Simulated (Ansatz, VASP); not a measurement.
# One calculation of MgO, two programs

```
Mg O
1.0
     0.00000    2.12415    2.12415
     2.12415    0.00000    2.12415
     2.12415    2.12415    0.00000
Mg O
1 1
Direct
  0.00000 0.00000 0.00000
  0.50000 0.50000 0.50000
```

Alike in both runs: task single point; functional LDA; k mesh 8 × 8 × 8; occupations gaussian, width 0.05 eV; no spin polarisation.

|  | VASP | Ansatz |
| --- | --- | --- |
| version | VASP 6.6.1 | Ansatz 0.2.0 |
| potentials or method | VASP PAW LDA potentials, release 64 (Mg, O), cutoff 600 eV | PAW, plane waves, scalar-relativistic |
| valence electrons in the cell | 8 | 16 |

Ansatz gave:

| Quantity | Value |
| --- | --- |
| pressure (GPa) | -9.6 |

**Question.** What did VASP give for the same quantities?

**Answer.** Pressure (GPa): -11.5.

LDA's correlation is that of Perdew and Zunger in VASP and of Perdew and Wang (1992) in Ansatz. VASP's potentials hold 8 valence electrons a cell and Ansatz's 16, so a difference there can come from the potentials and not from the codes.
